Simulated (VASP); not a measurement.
A run of VASP 6.6.1 is set up as follows.

INCAR

```
SYSTEM = Ge
PREC = Accurate
ENCUT = 520
EDIFF = 1E-6
ISMEAR = -1
SIGMA = 0.1
LREAL = .FALSE.
LASPH = .TRUE.
NELM = 100
ALGO = Normal
ISIF = 2
LWAVE = .FALSE.
LCHARG = .FALSE.
GGA = B5
ALDAX = 1.0
AGGAX = 1.0
AGGAC = 1.0
ALDAC = 0.0
NBANDS = 36
```

The input KPOINTS:

```
Automatic mesh
0
G
  13 13 4
  0 0 0
```

The input POSCAR:

```
Ge
1.0
    3.1638298932      0.0000000000      0.0000000000
   -1.5819149466      2.7399570608      0.0000000000
    0.0000000000      0.0000000000     10.4560936926
Ge
4
Direct
    1.0000000000      1.0000000000      0.0000000000
    1.0000000000      1.0000000000      0.5000000000
    0.3333333333      0.6666666667      0.2500000000
    0.6666666667      0.3333333333      0.7500000000
```

Potentials or basis: VASP PAW PBE potentials, release 64 (Ge_d).

Launch:

```bash
$ cat potpaw_PBE.64/Ge_d/POTCAR > POTCAR
$ mpirun -np 1 vasp_std > vasp.out
```

(1) Predict the band gap on the k mesh.

(2) Estimate the pressure.

## Answers

(1) zero (band 28 reaches 11.04 eV, above the bottom of band 29 at 3.62 eV).

(2) -1.9 GPa.

Caveat: the PAW data sets were made with another functional, which shifts forces and pressure a little.
